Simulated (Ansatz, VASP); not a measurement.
## One calculation of SnO2, two programs

```
Sn O
1.0
     4.73735    0.00000    0.00000
     0.00000    4.73735    0.00000
     0.00000    0.00000    3.18640
Sn O
2 4
Direct
  0.95522 0.95522 0.00000
  0.50000 0.50000 0.50000
  0.30562 0.30562 0.00000
  0.19438 0.80562 0.50000
  0.69438 0.69438 0.00000
  0.80562 0.19438 0.50000
```

Alike in both runs: task single point; functional PBE; k mesh 6 × 6 × 8; occupations gaussian, width 0.05 eV; no spin polarisation.

|  | VASP | Ansatz |
| --- | --- | --- |
| version | VASP 6.6.1 | Ansatz 0.2.0 |
| potentials or method | VASP PAW PBE potentials, release 64 (Sn_d, O), cutoff 520 eV | scalar-relativistic, plane waves, PAW |
| valence electrons in the cell | 52 | 52 |

Ansatz gave:

- gap on the k mesh at the Fermi level (eV): 0.84
- least direct gap on the mesh (eV): 0.84
- pressure (GPa): 18.8
- traceless stress, the component that is largest in VASP (GPa): 15.43
- rms of the force components (eV/Å): 3.106

Question: Which values does VASP return?

Answer: gap on the k mesh at the Fermi level (eV): 0.82; least direct gap on the mesh (eV): 0.82; pressure (GPa): 19.1; traceless stress, the component that is largest in VASP (GPa): 14.83; rms of the force components (eV/Å): 3.042.

Atom by atom the forces differ by 0.071 eV/Å (rms over components).
